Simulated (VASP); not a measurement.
**GaN: single point with LDA**

Crystal: GaN.

```
Ga N
1.0
     3.15180    0.00000    0.00000
    -1.57590    2.72954    0.00000
     0.00000    0.00000    5.13848
Ga N
2 2
Direct
  0.66667 0.33333 0.49930
  0.33333 0.66667 0.99930
  0.66667 0.33333 0.87570
  0.33333 0.66667 0.37570
```

```json
{"Program": "VASP 6.6.1", "Task": "single point", "Functional": "LDA", "Potentials or basis": "VASP PAW LDA potentials, release 64 (Ga_d, N)", "Cutoff": "520 eV", "k mesh": "12 × 12 × 6", "Occupations": "gaussian, width 0.02 eV", "Spin": "no spin polarisation", "Dipole correction": "no", "Further INCAR settings": "ALGO = Normal; EDIFF = 1e-06; NBANDS = 26"}
```

The pressure is 1.1 GPa and the band gap on the k mesh is 2.15 eV.

Levels at points of the mesh, in eV from the valence-band top:
```tsv
k point	band 14	band 15	band 16	band 17	band 18	band 19	band 20	band 21	band 22	band 23
(0.00, 0.00, 0.00)	-1.08	-1.08	-0.05	0.00	0.00	2.15	4.38	9.22	9.90	9.90
(0.50, 0.00, 0.00)	-5.46	-4.41	-2.88	-2.34	-1.05	5.00	5.66	5.99	8.72	10.40
(0.00, 0.00, 0.50)	-3.92	-0.56	-0.56	-0.56	-0.56	4.41	4.41	8.47	8.47	10.43
(0.50, 0.00, 0.50)	-6.86	-2.04	-2.04	-1.99	-1.99	4.39	4.39	7.81	7.81	10.00
```

Wall time 85 s on 1 thread of Intel(R) Xeon(R) Platinum 8488C (Sapphire Rapids) (shared host), peak memory 0.19 GiB.
